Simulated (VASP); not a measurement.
# GaS3 (P6/mmm) in VASP: further runs

The runs below take GaS3 through single point, relaxation of cell and atoms, with PBE.

Everything below comes from runs of VASP 6.6.1. Logs are shortened: lines on timing, memory, paths and dates and some standing lists are left out, and cuts for length are marked.

## 1. The cell of the first run

The structure is hexagonal, space group P6/mmm (No. 191). The conventional cell has a = 3.843 Å, b = 3.843 Å, c = 7.262 Å, α = 90.00°, β = 90.00°, γ = 120.00°. Ga (site symmetry 6/mmm) has 6 S at 1.92 Å within 2.5 Å. Within 2.5 Å of S (site symmetry mmm) lie 4 S at 1.92 Å and 2 Ga at 1.92 Å.

The cell was built from a structure type or drawn by symmetry, and may not be a known phase.

## 2. Single point, PBE

The input, INCAR:

```
PREC = Accurate
ENCUT = 520
EDIFF = 1E-6
ISMEAR = 0
SIGMA = 0.1
LREAL = F
LASPH = T
NELM = 100
ALGO = Normal
ISIF = 2
LWAVE = F
LCHARG = F
GGA = PE
NBANDS = 24
```

The input, KPOINTS:

```
Automatic mesh
0
Gamma
  6 6 4
```

The input, POSCAR:

```
GaS3
1.0
    3.8428691000      0.0000000000      0.0000000000
   -1.9214345500      3.3280222600      0.0000000000
    0.0000000000      0.0000000000      7.2620894300
Ga S
1 3
Direct
    0.0000000000      0.0000000000      0.0000000000
    0.5000000000      0.0000000000      0.0000000000
    0.0000000000      0.5000000000      0.0000000000
    0.5000000000      0.5000000000      0.0000000000
```

Potentials or basis: VASP PAW PBE potentials, release 64 (Ga_d, S).

Started as:

```
cat potpaw_PBE.64/Ga_d/POTCAR potpaw_PBE.64/S/POTCAR > POTCAR
mpirun -np 1 vasp_std > vasp.out
```

OUTCAR:

```text
PREC = Accurate
   ENCUT = 520
   EDIFF = 1E-6
   ISMEAR = 0
   LREAL = F
   LASPH = T
   NELM = 100
   ISIF = 2
   GGA = PE

 ion  position               nearest neighbor table
   1  0.000  0.000  0.000-   3 1.92   4 1.92   3 1.92   4 1.92   2 1.92   2 1.92
   2  0.500  0.000  0.000-   3 1.92   4 1.92   4 1.92   3 1.92   1 1.92   1 1.92
   3  0.000  0.500  0.000-   1 1.92   2 1.92   1 1.92   2 1.92   4 1.92   4 1.92
   4  0.500  0.500  0.000-   1 1.92   2 1.92   2 1.92   1 1.92   3 1.92   3 1.92

  LATTYP: Found a hexagonal cell.
 ALAT       =     3.8428691000
 C/A-ratio  =     1.8897571687

  Lattice vectors:

 A1 = (   3.8428691000,   0.0000000000,   0.0000000000)
 A2 = (  -1.9214345500,   3.3280222600,   0.0000000000)
 A3 = (   0.0000000000,   0.0000000000,   7.2620894300)

Analysis of symmetry for initial positions (statically):
=====================================================================
 Subroutine PRICEL returns:
 Original cell was already a primitive cell.

 Routine SETGRP: Setting up the symmetry group for a
 hexagonal supercell.

 Subroutine GETGRP returns: Found 24 space group operations
 (whereof 24 operations were pure point group operations)
 out of a pool of 24 trial point group operations.

The static configuration has the point symmetry D_6h.

Analysis of symmetry for dynamics (positions and initial velocities):
=====================================================================
 Subroutine PRICEL returns:
 Original cell was already a primitive cell.

 Routine SETGRP: Setting up the symmetry group for a
 hexagonal supercell.

 Subroutine GETGRP returns: Found 24 space group operations
 (whereof 24 operations were pure point group operations)
 out of a pool of 24 trial point group operations.

The dynamic configuration has the point symmetry D_6h.

 Subroutine INISYM returns: Found 24 space group operations
 (whereof 24 operations are pure point group operations),
 and found     1 'primitive' translations

----------------------------------------------------------------------------------------

                                     Primitive cell

  volume of cell :      92.8760

  direct lattice vectors                    reciprocal lattice vectors
     3.842869100  0.000000000  0.000000000     0.260222239  0.150239380  0.000000000
    -1.921434550  3.328022260  0.000000000     0.000000000  0.300478759  0.000000000
     0.000000000  0.000000000  7.262089430     0.000000000  0.000000000  0.137701416

  length of vectors
     3.842869100  3.842869097  7.262089430     0.300478759  0.300478759  0.137701416

  position of ions in fractional coordinates (direct lattice)
     0.000000000  0.000000000  0.000000000
     0.500000000  0.000000000  0.000000000
     1.000000000  0.500000000  0.000000000
     0.500000000  0.500000000  0.000000000

  ion indices of the primitive-cell ions
   primitive index   ion index
                 1           1
                 2           2
                 3           3
                 4           4

----------------------------------------------------------------------------------------

 KPOINTS: Automatic mesh

Automatic generation of k-mesh.
 Grid dimensions read from file:
 generate k-points for:    6    6    4

 Generating k-lattice:

  Cartesian coordinates                     Fractional coordinates (reciprocal lattice)
     0.043370373  0.025039897  0.000000000     0.166666667  0.000000000  0.000000000
     0.000000000  0.050079793  0.000000000     0.000000000  0.166666667  0.000000000
     0.000000000  0.000000000  0.034425354     0.000000000  0.000000000  0.250000000

  Length of vectors
     0.050079793  0.050079793  0.034425354

  Shift w.r.t. Gamma in fractional coordinates (k-lattice)
     0.000000000  0.000000000  0.000000000

 Subroutine IBZKPT returns following result:
 ===========================================

 Found     21 irreducible k-points:

 Following reciprocal coordinates:
            Coordinates               Weight
  0.000000  0.000000  0.000000      1.000000
  0.166667  0.000000  0.000000      6.000000
  0.333333  0.000000  0.000000      6.000000
  0.500000  0.000000  0.000000      3.000000
  0.166667  0.166667  0.000000      6.000000
  0.333333  0.166667  0.000000     12.000000
[... 13 lines left out ...]
  0.333333  0.166667  0.500000     12.000000
  0.333333  0.333333  0.500000      2.000000
   k-points           NKPTS =     21   k-points in BZ     NKDIM =     21   number of bands    NBANDS=     24
   number of dos      NEDOS =    301   number of ions     NIONS =      4
   total plane-waves  NPLWV =  48600
   dimension x,y,z NGX =    30 NGY =   30 NGZ =   54
   dimension x,y,z NGXF=    60 NGYF=   60 NGZF=  108
   ions per type =               1   3
   NGX,Y,Z   is equivalent  to a cutoff of  12.98, 12.98, 12.36 a.u.
   NGXF,Y,Z  is equivalent  to a cutoff of  25.96, 25.96, 24.72 a.u.
 SYSTEM =  unknown system
   PREC   = accura    normal or accurate (medium, high low for compatibility)
   ISTART =      0    job   : 0-new  1-cont  2-samecut
   ICHARG =      2    charge: 1-file 2-atom 10-const
   ISPIN  =      1    spin polarized calculation?
   LNONCOLLINEAR =      F non collinear calculations
   LSORBIT =      F    spin-orbit coupling
   LASPH  =      T    aspherical Exc in radial PAW
   ENCUT  =  520.0 eV  38.22 Ry    6.18 a.u.   7.15  7.15 13.50*2*pi/ulx,y,z
   NELM   =    100;   NELMIN=  2; NELMDL= -5     # of ELM steps
   EDIFF  = 0.1E-05   stopping-criterion for ELM
   LREAL  =      F    real-space projection
   EDIFFG = 0.1E-04   stopping-criterion for IOM
   NSW    =      0    number of steps for IOM
   IBRION =     -1    ionic relax: 0-MD 1-quasi-New 2-CG
   NFREE  =      0    steps in history (QN), initial steepest desc. (CG)
   ISIF   =      2    stress and relaxation
   ISYM   =      2    0-nonsym 1-usesym 2-fastsym
   POTIM  = 0.5000    time-step for ionic-motion
   TEBEG  =    0.0;   TEEND  =   0.0 temperature during run
   PSTRESS=    0.0 pullay stress
   NELECT =      31.0000    total number of electrons
   NUPDOWN=      -1.0000    fix difference up-down
   EMIN   =  10.00;   EMAX   =-10.00  energy-range for DOS
   EFERMI =   0.00;   METHOD = LEGACY
   ISMEAR =     0;   SIGMA  =   0.10  broadening in eV -4-tet -1-fermi 0-gaus
   EFERMI_NEDOS =   21; number of points for ismear=-14 and -15
   IALGO  =     38    algorithm
   IMIX   =      4    mixing-type and parameters
     AMIX     =   0.40;   BMIX     =  1.00
     AMIX_MAG =   1.60;   BMIX_MAG =  1.00
  volume/ion in A,a.u.               =      23.22       156.69
  Fermi-wavevector in a.u.,A,eV,Ry     =   1.135606  2.145984 17.546080  1.289600
  Thomas-Fermi vector in A             =   2.272311
   LORBIT       =      0    0 simple, 1 ext, 2 COOP (PROOUT), +10 PAW based schemes
   GGA     = PE    functional components
   LHFCALC =     F    Hartree Fock is set to
   AEXX    =    0.0000 exact exchange contribution
   IVDW    =     0    specifies the selected vdW correction
   LEPSILON=     F    determine dielectric tensor
   LRPA    =     F    only Hartree local field effects (RPA)
 non-spin polarized calculation
 Gauss-broadening in eV      SIGMA  =   0.10
  energy-cutoff  :      520.00
  volume of cell :       92.88
 maximum number of plane-waves:      2535
 NGX is ok and might be reduce to    30
   NGX = 15   NGY = 15   NGZ = 27

 number of electron      31.0000006 magnetization

 Free energy of the ion-electron system (eV)
  ---------------------------------------------------
  ext. energy  EPLUGINS =         0.00000000
  ---------------------------------------------------
  free energy    TOTEN  =         8.63339406 eV

  energy without entropy =        8.64732076  energy(sigma->0) =        8.64035741

 E-fermi :   5.3333     XC(G=0):  -7.1953

 val. band max:        5.1170231120   @ k =   0.1667   0.0000   0.0000
 cond. band min:       5.3462258015   @ k =   0.3333   0.0000   0.0000
 fundamental gap:      0.2292026895
 Fermi energy:         5.3333368654

 k-point     1 :       0.0000    0.0000    0.0000
  band No.  band energies     occupation
      1     -20.9397      2.00000
      2     -14.5661      2.00000
      3     -14.5661      2.00000
      4     -12.8583      2.00000
      5     -12.8583      2.00000
      6     -12.4878      2.00000
[... 16 lines left out ...]
     23      11.4027      0.00000
     24      14.7394      0.00000

 k-point     2 :       0.1667    0.0000    0.0000
  band No.  band energies     occupation
      1     -20.5941      2.00000
      2     -15.0482      2.00000
      3     -14.4603      2.00000
      4     -12.8893      2.00000
      5     -12.8636      2.00000
      6     -12.7522      2.00000
[... 16 lines left out ...]
     23      11.2646      0.00000
     24      13.4800      0.00000

 k-point     3 :       0.3333    0.0000    0.0000
  band No.  band energies     occupation
      1     -19.5916      2.00000
      2     -16.2413      2.00000
      3     -14.2012      2.00000
      4     -13.8521      2.00000
      5     -12.9471      2.00000
      6     -12.8741      2.00000
[... 16 lines left out ...]
     23      12.2901      0.00000
     24      12.3297      0.00000

 k-point     4 :       0.5000    0.0000    0.0000
  band No.  band energies     occupation
      1     -18.3303      2.00000
      2     -17.6558      2.00000
      3     -14.3942      2.00000
      4     -14.0325      2.00000
      5     -12.9741      2.00000
      6     -12.8794      2.00000
[... 16 lines left out ...]
     23      12.6860      0.00000
     24      12.8045      0.00000

 k-point     5 :       0.1667    0.1667    0.0000
  band No.  band energies     occupation
      1     -19.9192      2.00000
      2     -15.7717      2.00000
      3     -14.2762      2.00000
      4     -13.4578      2.00000
      5     -12.9274      2.00000
      6     -12.8772      2.00000
[... 370 lines left out ...]
 k-point    19 :       0.1667    0.1667    0.5000
  band No.  band energies     occupation
      1     -19.9192      2.00000
      2     -15.7717      2.00000
      3     -14.2762      2.00000
      4     -13.4578      2.00000
      5     -12.9274      2.00000
      6     -12.8772      2.00000
[... 16 lines left out ...]
     23      12.8718      0.00000
     24      13.5864      0.00000

 k-point    20 :       0.3333    0.1667    0.5000
  band No.  band energies     occupation
      1     -18.6725      2.00000
      2     -16.9617      2.00000
      3     -14.6135      2.00000
      4     -14.0077      2.00000
      5     -12.9584      2.00000
      6     -12.9267      2.00000
[... 16 lines left out ...]
     23      11.7715      0.00000
     24      12.0514      0.00000

 k-point    21 :       0.3333    0.3333    0.5000
  band No.  band energies     occupation
      1     -17.5755      2.00000
      2     -17.5755      2.00000
      3     -15.4841      2.00000
      4     -13.6735      2.00000
      5     -13.6735      2.00000
      6     -12.9347      2.00000
[... 16 lines left out ...]
     23      11.2276      0.00000
     24      11.6986      0.00000

------------------------ aborting loop because EDIFF is reached ----------------------------------------

  FORCE on cell =-STRESS in cart. coord.  units (eV):
  Direction    XX          YY          ZZ          XY          YZ          ZX
  --------------------------------------------------------------------------------------
  -------------------------------------------------------------------------------------
  Total       90.0541714     90.0541712     -0.1804433     -0.0000000      0.0000000      0.0000000
  in kB     1553.4991157   1553.4991120     -3.1127766     -0.0000000      0.0000000      0.0000000
  external PRESSURE =    1034.6284837 kB  Pullay stress =       0.0000000 kB

 VOLUME and BASIS-vectors are now :
 -----------------------------------------------------------------------------
  energy-cutoff  :      520.00
  volume of cell :       92.88
      direct lattice vectors                 reciprocal lattice vectors
     3.842869100  0.000000000  0.000000000     0.260222239  0.150239380  0.000000000
    -1.921434550  3.328022260  0.000000000     0.000000000  0.300478759  0.000000000
     0.000000000  0.000000000  7.262089430     0.000000000  0.000000000  0.137701416

 POSITION                                       TOTAL-FORCE (eV/Angst)
 -----------------------------------------------------------------------------------
      0.00000      0.00000      0.00000         0.000000      0.000000      0.000000
      1.92143      0.00000      0.00000         0.000000      0.000000      0.000000
     -0.96072      1.66401      0.00000         0.000000      0.000000      0.000000
      0.96072      1.66401      0.00000        -0.000000      0.000000      0.000000
 -----------------------------------------------------------------------------------
    total drift:                               -0.000000     -0.000000      0.000000

  FREE ENERGIE OF THE ION-ELECTRON SYSTEM (eV)
  ---------------------------------------------------
  free  energy   TOTEN  =         8.6333940556 eV

  energy  without entropy=        8.6473207620  energy(sigma->0) =        8.64035741
```

Wall time 81 s (1 thread of Intel Xeon 8259CL, shared host); peak memory 0.22 GiB.

Results:

```yaml
Free_energy: 8.6334 eV
Pressure: 103.5 GPa
Band_gap_on_the_k_mesh: zero (an odd number of electrons rules out a gap without spin polarisation)
```

Stress tensor (GPa, compression positive):
```
155.35   0.00   0.00
  0.00 155.35   0.00
  0.00   0.00  -0.31
```

Caveat: the cell stands under pressure.

[end of part 1 of 2]
